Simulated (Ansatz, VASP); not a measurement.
## SiC in VASP and in Ansatz

INCAR

```
PREC = Accurate ; ENCUT = 520
EDIFF = 1E-6 ; ISMEAR = -1
SIGMA = 0.05 ; LREAL = F
LASPH = T ; NELM = 80
ALGO = Normal ; ISIF = 2
LWAVE = F ; LCHARG = T
GGA = VW ; LELF = T
LVHAR = T ; NBANDS = 26
```

Contents of KPOINTS:

```
Automatic mesh
0
Gamma
  10 10 3
```

The input POSCAR:

```
SiC
1.0
    3.0960635787      0.0000000000      0.0000000000
   -1.5480317893      2.6812697109      0.0000000000
    0.0000000000      0.0000000000     10.1373414467
Si C
4 4
Direct
    0.0000000000      0.0000000000      0.1878943800
    0.0000000000      0.0000000000      0.6878943800
    0.3333333333      0.6666666667      0.4378419800
    0.6666666667      0.3333333333      0.9378419800
    0.0000000000      0.0000000000      0.0004600500
    0.0000000000      0.0000000000      0.5004600500
    0.3333333333      0.6666666667      0.2498025900
    0.6666666667      0.3333333333      0.7498025900
```

The input input.yaml:

```yaml
crystal:
  lattice:
    - [3.0960635787, 0.0, 0.0]
    - [-1.5480317893, 2.6812697109, 0.0]
    - [0.0, 0.0, 10.1373414467]
  atoms:
    - { symbol: Si, position: [0.0, 0.0, 0.18789438] }
    - { symbol: Si, position: [0.0, 0.0, 0.68789438] }
    - { symbol: Si, position: [0.3333333333, 0.6666666667, 0.43784198] }
    - { symbol: Si, position: [0.6666666667, 0.3333333333, 0.93784198] }
    - { symbol: C, position: [0.0, 0.0, 0.00046005] }
    - { symbol: C, position: [0.0, 0.0, 0.50046005] }
    - { symbol: C, position: [0.3333333333, 0.6666666667, 0.24980259] }
    - { symbol: C, position: [0.6666666667, 0.3333333333, 0.74980259] }
hamiltonian:
  xc: { exchange: slater, correlation: vwn5 }
  pseudopotentials: { kind: paw }
kpoints:
  mp_grid: { grid: [10, 10, 3] }
scf:
  occupations: { method: fermi_dirac, width: 0.05 }
output:
  forces: true
  stress: true
  eigenvalues: true
```

Alike in both runs: task single point; functional SVWN5; k mesh 10 × 10 × 3; occupations fermi-dirac, width 0.05 eV; no spin polarisation.

|  | VASP | Ansatz |
| --- | --- | --- |
| version | VASP 6.6.1 | Ansatz 0.2.0 |
| potentials or method | VASP PAW PBE potentials, release 64 (Si, C) | Ansatz PAW |
| plane-wave cutoff (eV) | 520 | 420 |
| valence electrons in the cell | 32 | 32 |

```csv
,VASP,Ansatz,Ansatz less VASP
gap on the k mesh at the Fermi level (eV),2.17,2.17,+0.003
least direct gap on the mesh (eV),3.30,3.29,-0.006
pressure (GPa),-6.8,-8.0,-1.24
rms of the force components (eV/Å),0.004,0.003,-0.0003
```

VASP's potentials were made for PBE, not for SVWN5. Atom by atom the forces differ by 0.001 eV/Å (rms over components). With one functional, cell and mesh, what is left measures potentials, basis and numerics.

Noted on Ansatz's run: odd divisions of the mesh miss points on the zone boundary, where band edges often lie, so the gap on the mesh can be too wide.
